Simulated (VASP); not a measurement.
**Mo: single point with LDA**

The system is Mo.

```
CELL_PARAMETERS angstrom
-1.55586 1.55586 1.55586
1.55586 -1.55586 1.55586
1.55586 1.55586 -1.55586
ATOMIC_POSITIONS crystal
Mo 0.00000 0.00000 0.00000
```

| Item | Value |
| --- | --- |
| Program | VASP 6.6.1 |
| Task | single point |
| Functional | LDA |
| Potentials or basis | VASP PAW LDA potentials, release 64 (Mo_sv) |
| Cutoff | 520 eV |
| k mesh | 11 × 11 × 11 |
| Occupations | fermi-dirac, width 0.1 eV |
| Spin | no spin polarisation |
| Dipole correction | no |
| Further INCAR settings | ALGO = Normal; EDIFF = 1e-06; NBANDS = 13 |

```yaml
Pressure: 1.2 GPa
Band_gap_on_the_k_mesh: zero (band 7 reaches 16.76 eV, above the bottom of band 8 at 11.63 eV)
```

Levels at points of the mesh, in eV from the Fermi level:
```
           k point  band 3  band 4  band 5  band 6  band 7  band 8  band 9  band 10  band 11  band 12
(0.00, 0.00, 0.00)  -34.24  -34.24   -7.30   -1.40   -1.40   -1.40    1.74     1.74    14.91    14.91
```

It took 9.9 s on 1 thread of AMD EPYC 7R13 (shared host), peak memory 0.12 GiB.
